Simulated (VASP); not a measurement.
# HfB2 (P6/mmm) in VASP: notebook

Runs on HfB2. Level: PBEsol. Tasks: single point.

All numbers are computed with VASP 6.6.1; they aren't measurements. Logs are shortened: lines on timing, memory, paths and dates and some standing lists are left out, and cuts for length are marked.

**1. The cell of the first run**

The structure is hexagonal, space group P6/mmm (No. 191). The conventional cell has a = 3.087 Å, b = 3.087 Å, c = 3.421 Å, α = 90.00°, β = 90.00°, γ = 120.00°. Within 3.3 Å of Hf (site symmetry 6/mmm) lie 12 B at 2.47 Å and 6 Hf at 3.09 Å. Within 2.4 Å of B (site symmetry -6m2) lie 3 B at 1.78 Å.

**2. Single point, PBEsol**

INCAR

```
ALGO = Normal
EDIFF = 1E-6
ENCUT = 520
GGA = PS
ISIF = 2
ISMEAR = 1
LASPH = True
LCHARG = True
LELF = True
LREAL = False
LVHAR = True
LWAVE = False
NBANDS = 15
NELM = 80
PREC = Accurate
SIGMA = 0.1
```

KPOINTS

```
k-points
0
Gamma
  11 11 8
```

POSCAR

```
HfB2
1.0
    3.0867693776      0.0000000000      0.0000000000
   -1.5433846888      2.6732206987      0.0000000000
    0.0000000000      0.0000000000      3.4210055523
Hf B
1 2
Direct
    0.0000000000      0.0000000000      0.0000000000
    0.3333333333      0.6666666667      0.5000000000
    0.6666666667      0.3333333333      0.5000000000
```

Potentials or basis: VASP PAW PBE potentials, release 64 (Hf_pv, B).

On the command line:

```sh
$ cat potpaw_PBE.64/Hf_pv/POTCAR potpaw_PBE.64/B/POTCAR > POTCAR
$ mpirun -np 1 vasp_std > vasp.out
```

OUTCAR:

```text
EDIFF = 1E-6
   ENCUT = 520
   GGA = PS
   ISIF = 2
   ISMEAR = 1
   LASPH = True
   LREAL = False
   NELM = 80
   PREC = Accurate

 ion  position               nearest neighbor table
   1  0.000  0.000  0.000-   2 2.47   3 2.47   2 2.47   3 2.47   3 2.47   3 2.47   2 2.47   2 2.47
                             3 2.47   3 2.47   2 2.47   2 2.47
   2  0.333  0.667  0.500-   3 1.78   3 1.78   3 1.78   1 2.47   1 2.47   1 2.47   1 2.47   1 2.47
                             1 2.47
   3  0.667  0.333  0.500-   2 1.78   2 1.78   2 1.78   1 2.47   1 2.47   1 2.47   1 2.47   1 2.47
                             1 2.47

  LATTYP: Found a hexagonal cell.
 ALAT       =     3.0867693776
 C/A-ratio  =     1.1082802548

  Lattice vectors:

 A1 = (   3.0867693776,   0.0000000000,   0.0000000000)
 A2 = (  -1.5433846888,   2.6732206987,   0.0000000000)
 A3 = (   0.0000000000,   0.0000000000,   3.4210055523)

Analysis of symmetry for initial positions (statically):
=====================================================================
 Subroutine PRICEL returns:
 Original cell was already a primitive cell.

 Routine SETGRP: Setting up the symmetry group for a
 hexagonal supercell.

 Subroutine GETGRP returns: Found 24 space group operations
 (whereof 24 operations were pure point group operations)
 out of a pool of 24 trial point group operations.

The static configuration has the point symmetry D_6h.

Analysis of symmetry for dynamics (positions and initial velocities):
=====================================================================
 Subroutine PRICEL returns:
 Original cell was already a primitive cell.

 Routine SETGRP: Setting up the symmetry group for a
 hexagonal supercell.

 Subroutine GETGRP returns: Found 24 space group operations
 (whereof 24 operations were pure point group operations)
 out of a pool of 24 trial point group operations.

The dynamic configuration has the point symmetry D_6h.

 Subroutine INISYM returns: Found 24 space group operations
 (whereof 24 operations are pure point group operations),
 and found     1 'primitive' translations

----------------------------------------------------------------------------------------

                                     Primitive cell

  volume of cell :      28.2288

  direct lattice vectors                    reciprocal lattice vectors
     3.086769378  0.000000000  0.000000000     0.323963302  0.187040299  0.000000000
    -1.543384689  2.673220699  0.000000000     0.000000000  0.374080599  0.000000000
     0.000000000  0.000000000  3.421005552     0.000000000  0.000000000  0.292311715

  length of vectors
     3.086769378  3.086769379  3.421005552     0.374080599  0.374080599  0.292311715

  position of ions in fractional coordinates (direct lattice)
     0.000000000  0.000000000  0.000000000
     0.333333333  0.666666667  0.500000000
     0.666666667  0.333333333  0.500000000

  ion indices of the primitive-cell ions
   primitive index   ion index
                 1           1
                 2           2
                 3           3

----------------------------------------------------------------------------------------

 KPOINTS: k-points

Automatic generation of k-mesh.
 Grid dimensions read from file:
 generate k-points for:   11   11    8

 Generating k-lattice:

  Cartesian coordinates                     Fractional coordinates (reciprocal lattice)
     0.029451209  0.017003664  0.000000000     0.090909091  0.000000000  0.000000000
     0.000000000  0.034007327  0.000000000     0.000000000  0.090909091  0.000000000
     0.000000000  0.000000000  0.036538964     0.000000000  0.000000000  0.125000000

  Length of vectors
     0.034007327  0.034007327  0.036538964

  Shift w.r.t. Gamma in fractional coordinates (k-lattice)
     0.000000000  0.000000000  0.000000000

 Subroutine IBZKPT returns following result:
 ===========================================

 Found     80 irreducible k-points:

 Following reciprocal coordinates:
            Coordinates               Weight
  0.000000  0.000000  0.000000      1.000000
  0.090909  0.000000  0.000000      6.000000
  0.181818 -0.000000  0.000000      6.000000
  0.272727 -0.000000  0.000000      6.000000
  0.363636  0.000000  0.000000      6.000000
  0.454545  0.000000  0.000000      6.000000
[... 16 lines left out ...]
  0.090909  0.090909  0.125000     12.000000
  0.181818  0.090909  0.125000     24.000000
 [... further k-points ...]
   k-points           NKPTS =     80   k-points in BZ     NKDIM =     80   number of bands    NBANDS=     15
   number of dos      NEDOS =    301   number of ions     NIONS =      3
   total plane-waves  NPLWV =  16128
   dimension x,y,z NGX =    24 NGY =   24 NGZ =   28
   dimension x,y,z NGXF=    48 NGYF=   48 NGZF=   56
   ions per type =               1   2
   NGX,Y,Z   is equivalent  to a cutoff of  12.93, 12.93, 13.61 a.u.
   NGXF,Y,Z  is equivalent  to a cutoff of  25.85, 25.85, 27.21 a.u.
 SYSTEM =  unknown system
   PREC   = accura    normal or accurate (medium, high low for compatibility)
   ISTART =      0    job   : 0-new  1-cont  2-samecut
   ICHARG =      2    charge: 1-file 2-atom 10-const
   ISPIN  =      1    spin polarized calculation?
   LNONCOLLINEAR =      F non collinear calculations
   LSORBIT =      F    spin-orbit coupling
   LASPH  =      T    aspherical Exc in radial PAW
   ENCUT  =  520.0 eV  38.22 Ry    6.18 a.u.   5.74  5.74  6.36*2*pi/ulx,y,z
   NELM   =     80;   NELMIN=  2; NELMDL= -5     # of ELM steps
   EDIFF  = 0.1E-05   stopping-criterion for ELM
   LREAL  =      F    real-space projection
   EDIFFG = 0.1E-04   stopping-criterion for IOM
   NSW    =      0    number of steps for IOM
   IBRION =     -1    ionic relax: 0-MD 1-quasi-New 2-CG
   NFREE  =      0    steps in history (QN), initial steepest desc. (CG)
   ISIF   =      2    stress and relaxation
   ISYM   =      2    0-nonsym 1-usesym 2-fastsym
   POTIM  = 0.5000    time-step for ionic-motion
   TEBEG  =    0.0;   TEEND  =   0.0 temperature during run
   PSTRESS=    0.0 pullay stress
   NELECT =      16.0000    total number of electrons
   NUPDOWN=      -1.0000    fix difference up-down
   EMIN   =  10.00;   EMAX   =-10.00  energy-range for DOS
   EFERMI =   0.00;   METHOD = LEGACY
   ISMEAR =     1;   SIGMA  =   0.10  broadening in eV -4-tet -1-fermi 0-gaus
   EFERMI_NEDOS =   21; number of points for ismear=-14 and -15
   IALGO  =     38    algorithm
   IMIX   =      4    mixing-type and parameters
     AMIX     =   0.40;   BMIX     =  1.00
     AMIX_MAG =   1.60;   BMIX_MAG =  1.00
  volume/ion in A,a.u.               =       9.41        63.50
  Fermi-wavevector in a.u.,A,eV,Ry     =   1.354827  2.560252 24.974265  1.835557
  Thomas-Fermi vector in A             =   2.481966
   LORBIT       =      0    0 simple, 1 ext, 2 COOP (PROOUT), +10 PAW based schemes
   GGA     = PS    functional components
   LHFCALC =     F    Hartree Fock is set to
   AEXX    =    0.0000 exact exchange contribution
   IVDW    =     0    specifies the selected vdW correction
   LEPSILON=     F    determine dielectric tensor
   LRPA    =     F    only Hartree local field effects (RPA)
 non-spin polarized calculation
 Methfessel and Paxton  Order N= 1 SIGMA  =   0.10
  energy-cutoff  :      520.00
  volume of cell :       28.23
 maximum number of plane-waves:       772
 NGX is ok and might be reduce to    24
   NGX = 11   NGY = 11   NGZ = 13

 number of electron      16.0000002 magnetization

 Free energy of the ion-electron system (eV)
  ---------------------------------------------------
  ext. energy  EPLUGINS =         0.00000000
  ---------------------------------------------------
  free energy    TOTEN  =       -27.83999709 eV

  energy without entropy =      -27.84017832  energy(sigma->0) =      -27.84005750

 E-fermi :   7.7445     XC(G=0): -12.9234

 val. band max:        7.6800186097   @ k =   0.0909   0.0909   0.2500
 cond. band min:       7.9252762930   @ k =   0.2727   0.1818   0.0000
 fundamental gap:      0.2452576833
 Fermi energy:         7.7444716150

 k-point     1 :       0.0000    0.0000    0.0000
  band No.  band energies     occupation
      1     -22.4640      2.00000
      2     -21.8852      2.00000
      3     -21.8852      2.00000
      4      -6.0563      2.00000
      5       4.7828      2.00000
      6       4.9622      2.00000
      7       4.9622      2.00000
      8       5.2316      2.00000
      9      12.2122      0.00000
     10      12.2122      0.00000
     11      12.9036      0.00000
     12      12.9036      0.00000
     13      13.1833      0.00000
     14      13.1833      0.00000
     15      13.4006      0.00000

 k-point     2 :       0.0909    0.0000    0.0000
  band No.  band energies     occupation
      1     -22.4511      2.00000
      2     -21.9640      2.00000
      3     -21.9024      2.00000
      4      -5.8673      2.00000
      5       4.4653      2.00000
      6       4.9616      2.00000
      7       4.9716      2.00000
      8       5.0521      2.00000
      9      11.5886      0.00000
     10      12.0768      0.00000
     11      12.1018      0.00000
     12      12.4485      0.00000
     13      13.8455      0.00000
     14      14.3528      0.00000
     15      14.5255      0.00000

 k-point     3 :       0.1818   -0.0000    0.0000
  band No.  band energies     occupation
      1     -22.4163      2.00000
      2     -22.1695      2.00000
      3     -21.9483      2.00000
      4      -5.3284      2.00000
      5       3.3150      2.00000
      6       4.6354      2.00000
      7       4.9180      2.00000
      8       5.3893      2.00000
      9      10.4147      0.00000
     10      11.7398      0.00000
     11      11.8409      0.00000
     12      12.4994      0.00000
     13      14.3642      0.00000
     14      15.3417      0.00000
     15      15.9855      0.00000

 k-point     4 :       0.2727   -0.0000    0.0000
  band No.  band energies     occupation
      1     -22.4276      2.00000
      2     -22.3704      2.00000
      3     -22.0076      2.00000
      4      -4.5071      2.00000
      5       1.9472      2.00000
      6       4.1881      2.00000
      7       4.7870      2.00000
      8       5.5530      2.00000
      9      10.2835      0.00000
     10      11.3444      0.00000
     11      11.6584      0.00000
     12      12.2629      0.00000
     13      14.4998      0.00000
     14      16.4278      0.00000
     15      18.1397      0.00000
[... 307 lines left out ...]
 k-point    22 :       0.4545    0.0000    0.1250
  band No.  band energies     occupation
      1     -22.7776      2.00000
      2     -22.3464      2.00000
      3     -22.0878      2.00000
      4      -2.2303      2.00000
      5      -0.9037      2.00000
      6       3.9730      2.00000
      7       4.1857      2.00000
      8       4.9253      2.00000
      9       9.7759      0.00000
     10      11.4228      0.00000
     11      13.7972      0.00000
     12      14.0219      0.00000
     13      15.2607      0.00000
     14      16.4526      0.00000
     15      19.7295      0.00000

 k-point    23 :       0.0909    0.0909    0.1250
  band No.  band energies     occupation
      1     -22.4780      2.00000
      2     -22.0960      2.00000
      3     -21.9347      2.00000
      4      -5.2578      2.00000
      5       3.5752      2.00000
      6       3.8118      2.00000
      7       4.8038      2.00000
      8       6.4287      2.00000
      9       9.5314     -0.00000
     10      11.0881      0.00000
     11      12.5228      0.00000
     12      13.4630      0.00000
     13      14.5020      0.00000
     14      14.6172      0.00000
     15      15.4882      0.00000

 k-point    24 :       0.1818    0.0909    0.1250
  band No.  band energies     occupation
      1     -22.4363      2.00000
      2     -22.3137      2.00000
      3     -21.9989      2.00000
      4      -4.6098      2.00000
      5       2.5685      2.00000
      6       3.6473      2.00000
      7       4.4019      2.00000
      8       6.5219      2.00000
      9       8.8286     -0.00000
     10      11.6093      0.00000
     11      12.4343      0.00000
     12      13.3147      0.00000
     13      14.6593      0.00000
     14      15.4122      0.00000
     15      17.1404      0.00000

 [... further k-points ...]
[... 5 lines left out ...]
  --------------------------------------------------------------------------------------
  -------------------------------------------------------------------------------------
  Total        1.8514190      1.8514190      1.3681452      0.0000000      0.0000000      0.0000000
  in kB      105.0805948    105.0805949     77.6515263      0.0000000      0.0000000      0.0000000
  external PRESSURE =      95.9375720 kB  Pullay stress =       0.0000000 kB

 VOLUME and BASIS-vectors are now :
 -----------------------------------------------------------------------------
  energy-cutoff  :      520.00
  volume of cell :       28.23
      direct lattice vectors                 reciprocal lattice vectors
     3.086769378  0.000000000  0.000000000     0.323963302  0.187040299  0.000000000
    -1.543384689  2.673220699  0.000000000     0.000000000  0.374080599  0.000000000
     0.000000000  0.000000000  3.421005552     0.000000000  0.000000000  0.292311715

 POSITION                                       TOTAL-FORCE (eV/Angst)
 -----------------------------------------------------------------------------------
      0.00000      0.00000      0.00000         0.000000      0.000000     -0.000000
     -0.00000      1.78215      1.71050         0.000000     -0.000000      0.000000
      1.54338      0.89107      1.71050        -0.000000      0.000000     -0.000000
 -----------------------------------------------------------------------------------
    total drift:                               -0.000000      0.000000      0.000000

  FREE ENERGIE OF THE ION-ELECTRON SYSTEM (eV)
  ---------------------------------------------------
  free  energy   TOTEN  =       -27.8399970887 eV

  energy  without entropy=      -27.8401783213  energy(sigma->0) =      -27.84005750
```

Wall time 35 s (1 thread of Intel Xeon 8259CL, shared host); peak memory 0.17 GiB.

Results:

| Property | Result |
| --- | --- |
| Free energy | -27.8400 eV |
| Pressure | 9.6 GPa |
| Band gap on the k mesh | zero (band 8 reaches 8.55 eV, above the bottom of band 9 at 7.40 eV) |

Levels at points of the mesh, in eV from the Fermi level:
```
           k point  band 6  band 7  band 8  band 9  band 10  band 11
(0.00, 0.00, 0.00)   -2.78   -2.78   -2.51    4.47     4.47     5.16
(0.00, 0.00, 0.50)   -0.96   -0.96    0.52    0.52     1.23     1.23
```

Caveat: the PAW data sets were made with another functional, which shifts forces and pressure a little; spin-orbit coupling is left out, which moves the levels of the heavy elements.

[end of part 1 of 2]
